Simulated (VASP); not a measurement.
Input of a VASP 6.6.1 run:

The input INCAR:

```
PREC = Accurate
ENCUT = 520
EDIFF = 1E-7
ISMEAR = -1
SIGMA = 0.05
LREAL = F
LASPH = T
NELM = 100
ALGO = Normal
ISIF = 2
LWAVE = F
LCHARG = T
GGA = PE
IVDW = 12
LELF = T
LVHAR = T
NBANDS = 56
```

Contents of KPOINTS:

```
regular mesh
0
Gamma
  5 5 6
```

POSCAR

```
HfO2
1.0
    5.1193932139      0.0000000000      0.0000000000
    0.0000000000      5.2025434503      0.0000000000
    0.0000000000      0.0000000000      4.9288612604
Hf O
4 8
Direct
    0.2227876815      0.7815010853      0.2715378620
    0.7227876815      0.7184989147      0.7284621380
    0.7772123185      0.2184989147      0.2715378620
    0.2772123185      0.2815010853      0.7284621380
    0.1866268723      0.1642041227      0.1049872801
    0.6866268723      0.3357958773      0.8950127199
    0.8133731277      0.8357958773      0.1049872801
    0.3133731277      0.6642041227      0.8950127199
    0.0000000000      0.5000000000      0.4893773573
    0.5000000000      0.0000000000      0.5106226427
    0.0000000000      0.0000000000      0.5764187706
    0.5000000000      0.5000000000      0.4235812294
```

Potentials or basis: VASP PAW PBE potentials, release 64 (Hf_pv, O).

Command:

```sh
$ cat potpaw_PBE.64/Hf_pv/POTCAR potpaw_PBE.64/O/POTCAR > POTCAR
$ mpirun -np 1 vasp_std > vasp.out
```

Question: What does it give for the dispersion energy per atom?

Answer: -0.238 eV.

Question: Predict the pressure.

Answer: -3.3 GPa.

Question: Predict the band gap on the k mesh.

Answer: 3.77 eV, direct.

Stress tensor (GPa, compression positive):
```
-3.06  0.00  0.00
 0.00 -3.37  0.00
 0.00  0.00 -3.34
```

Caveat: spin-orbit coupling is left out, which moves the levels of the heavy elements. PBE gaps usually lie below the measured ones, often by a third to a half.
